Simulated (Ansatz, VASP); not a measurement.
This is a calculation of Al for Ansatz 0.2.0.

Contents of input.yaml:

```yaml
crystal:
  lattice:
    - [2.7693653812, 0.0, 0.0]
    - [-1.3846826906, 2.3983407724, 0.0]
    - [0.0, 0.0, 8.9984712061]
  atoms:
    - { symbol: Al, position: [0.6666666667, 0.3333333333, 0.75] }
    - { symbol: Al, position: [0.0, 0.0, 0.5] }
    - { symbol: Al, position: [0.3333333333, 0.6666666667, 0.25] }
    - { symbol: Al, position: [0.0, 0.0, 0.0] }
hamiltonian:
  xc: lda
  pseudopotentials: { kind: paw }
kpoints:
  mp_grid: { grid: [11, 11, 3] }
scf:
  occupations: { method: fermi_dirac, width: 0.05 }
output:
  forces: true
  stress: true
  eigenvalues: true
```

Potentials or basis: Ansatz PAW.

Launch:

```bash
$ ansatz run input.yaml --threads 2 --pin off --max-ram 5632MiB --backend cpu --events-out ev --progress --plain --runs-dir out
```

Q: Translate it to VASP 6.6.1. Potentials there: VASP PAW LDA potentials, release 64 (Al).

A: As run (the cutoff follows the program's own potentials):

File INCAR:

```
SYSTEM = Al
PREC     = Accurate       ! precision mode
ENCUT    = 520            ! plane-wave cutoff, eV
EDIFF    = 1E-7           ! SCF threshold, eV
ISMEAR   = -1             ! smearing method
SIGMA    = 0.05           ! smearing width, eV
LREAL    = .False.        ! projectors in reciprocal space
LASPH    = .True.         ! aspherical terms in the spheres
NELM     = 60             ! most SCF steps
ALGO     = Normal         ! electronic algorithm
ISIF     = 2              ! what is computed and relaxed
LWAVE    = .False.        ! write WAVECAR
LCHARG   = .False.        ! write CHGCAR
GGA      = CA             ! functional
NBANDS   = 14             ! bands
```

The input KPOINTS:

```
Automatic mesh
0
Gamma
  11 11 3
  0 0 0
```

The input POSCAR:

```
Al
1.0
    2.7693653812      0.0000000000      0.0000000000
   -1.3846826906      2.3983407724      0.0000000000
    0.0000000000      0.0000000000      8.9984712061
Al
4
Direct
    0.6666666667      0.3333333333      0.7500000000
    0.0000000000      0.0000000000      0.5000000000
    0.3333333333      0.6666666667      0.2500000000
    0.0000000000      0.0000000000      0.0000000000
```

Potentials or basis: VASP PAW LDA potentials, release 64 (Al).

The run is started by

```console
$ cat potpaw_LDA.64/Al/POTCAR > POTCAR
$ mpirun -np 1 vasp_std > vasp.out
```

Both were run:

|  | VASP | Ansatz | Ansatz less VASP |
| --- | --- | --- | --- |
| gap on the k mesh at the Fermi level (eV) | none | none | - |
| pressure (GPa) | 5.9 | 5.8 | -0.12 |
| traceless stress, the component that is largest in VASP (GPa) | 1.50 | 1.49 | -0.006 |

LDA's correlation is that of Perdew and Zunger in VASP and of Perdew and Wang (1992) in Ansatz. A gap of «none» marks a metal or a gap that the smearing closes.
